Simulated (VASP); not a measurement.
The system is ScAl2N3.

```
Sc Al N
1.0
     3.92355    0.00000    0.00000
    -1.96177    3.39789    0.00000
     0.00000    0.00000    7.20202
Sc Al N
1 2 3
Direct
  0.00000 0.00000 0.50000
  0.33333 0.66667 0.00000
  0.66667 0.33333 0.00000
  0.00000 0.00000 0.00000
  0.33333 0.66667 0.50000
  0.66667 0.33333 0.50000
```

- Program: VASP 6.6.1
- Task: relaxation of cell and atoms
- Functional: PBE
- Potentials or basis: VASP PAW PBE potentials, release 64 (Sc_sv, Al, N)
- Cutoff: 600 eV
- k mesh: 6 × 6 × 4
- Occupations: gaussian, width 0.1 eV
- Spin: no spin polarisation

At the start: pressure 2.9 GPa; volume 16.00 Å³/atom.

How do energy, volume and symmetry change on relaxing?

Over 15 steps the energy falls by 1129.8 meV/atom and the volume is 11.76 Å³/atom (-26.5 %); space group P6/mmm (No. 191, to 0.05 Å).

The path:
```csv
step,energy change (eV),largest force (eV/Å),pressure (GPa),volume (Å³)
1,0.0000,0.0000,2.91,96.02
2,-0.3855,0.0000,-6.85,99.87
3,-0.4002,0.0000,-8.24,100.50
4,-0.7939,0.0000,-9.98,96.75
5,-2.5584,0.0000,-14.25,85.67
6,-5.8198,0.0000,32.47,60.50
7,-4.7910,0.0000,-13.66,75.74
8,-6.3427,0.0000,-3.63,68.29
9,-6.5939,0.0000,9.77,64.44
10,-6.6089,0.0000,6.15,65.25
11,-6.7326,0.0000,-2.18,69.79
12,-6.7327,0.0000,-2.44,69.95
13,-6.7739,0.0000,1.75,69.62
14,-6.7749,0.0000,1.15,69.66
15,-6.7787,0.0000,0.12,70.54
```

Final structure:
```cif
data_structure
_symmetry_space_group_name_H-M 'P 1'
_symmetry_Int_Tables_number 1
_cell_length_a 4.5831
_cell_length_b 4.5831
_cell_length_c 3.8775
_cell_angle_alpha 90.000
_cell_angle_beta 90.000
_cell_angle_gamma 120.000
_cell_volume 70.54
loop_
_atom_site_label
_atom_site_type_symbol
_atom_site_fract_x
_atom_site_fract_y
_atom_site_fract_z
_atom_site_occupancy
Sc1 Sc 0.00000 0.00000 0.50000 1
Al1 Al 0.33333 0.66667 0.00000 1
Al2 Al 0.66667 0.33333 0.00000 1
N1 N 0.00000 0.00000 0.00000 1
N2 N 0.33333 0.66667 0.50000 1
N3 N 0.66667 0.33333 0.50000 1
```

Caveat: the volume moved by over 15 % at a fixed basis, so the end points are rough.
